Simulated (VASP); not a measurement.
Write the native input for VASP 6.6.1 that does the following.

```yaml
Task: single point
Functional: PBEsol
Potentials_or_basis: VASP PAW PBE potentials, release 64 (V_sv)
Cutoff: 520 eV
k_mesh: 9 × 9 × 9
Occupations: gaussian, width 0.1 eV
Spin: no spin polarisation
Dipole_correction: no
Further_INCAR_settings: ALGO = Fast; EDIFF = 1e-06; NBANDS = 90
```

The structure of V lies in POSCAR:

```
V
1.0
    2.5014008011      1.4441844259      8.4681722746
   -2.5014008011      1.4441844259      8.4681722746
    0.0000000000     -2.8883688518      8.4681722746
V
12
Direct
    0.0492815936      0.5429389702      0.0492815936
    0.0492815936      0.0492815936      0.5429389702
    0.5429389702      0.0492815936      0.0492815936
    0.9507184064      0.4570610298      0.9507184064
    0.4570610298      0.9507184064      0.9507184064
    0.9507184064      0.9507184064      0.4570610298
    0.2111672341      0.7000187332      0.2111672341
    0.2111672341      0.2111672341      0.7000187332
    0.7000187332      0.2111672341      0.2111672341
    0.7888327659      0.2999812668      0.7888327659
    0.2999812668      0.7888327659      0.7888327659
    0.7888327659      0.7888327659      0.2999812668
```

The input as run:

INCAR

```
ALGO     = Fast           # electronic algorithm
EDIFF    = 1E-6           # SCF threshold, eV
ENCUT    = 520            # plane-wave cutoff, eV
GGA      = PS             # functional
ISIF     = 2              # what is computed and relaxed
ISMEAR   = 0              # smearing method
KPAR     = 4            
LASPH    = True           # aspherical terms in the spheres
LCHARG   = True           # write CHGCAR
LREAL    = False          # projectors in reciprocal space
LVHAR    = True         
LWAVE    = False          # write WAVECAR
NBANDS   = 90             # bands
NELM     = 60             # most SCF steps
PREC     = Accurate       # precision mode
SIGMA    = 0.1            # smearing width, eV
```

KPOINTS

```
k-points
0
Gamma
  9 9 9
```

Potentials or basis: VASP PAW PBE potentials, release 64 (V_sv).

Command:

```console
$ cat potpaw_PBE.64/V_sv/POTCAR > POTCAR
$ mpirun -np 4 vasp_std > vasp.out
```

Results of the run:

```json
{"Pressure": "0.2 GPa", "Largest force": "0.009 eV/Å", "Band gap on the k mesh": "zero (bands 78 and 79 overlap by 0.71 eV)"}
```

Caveat: the PAW data sets were made with another functional, which shifts forces and pressure a little.

It took 77 min on 4 MPI ranks on Oxide Virtual Turin-like Processor, on a shared host, peak memory 1.3 GiB a rank.
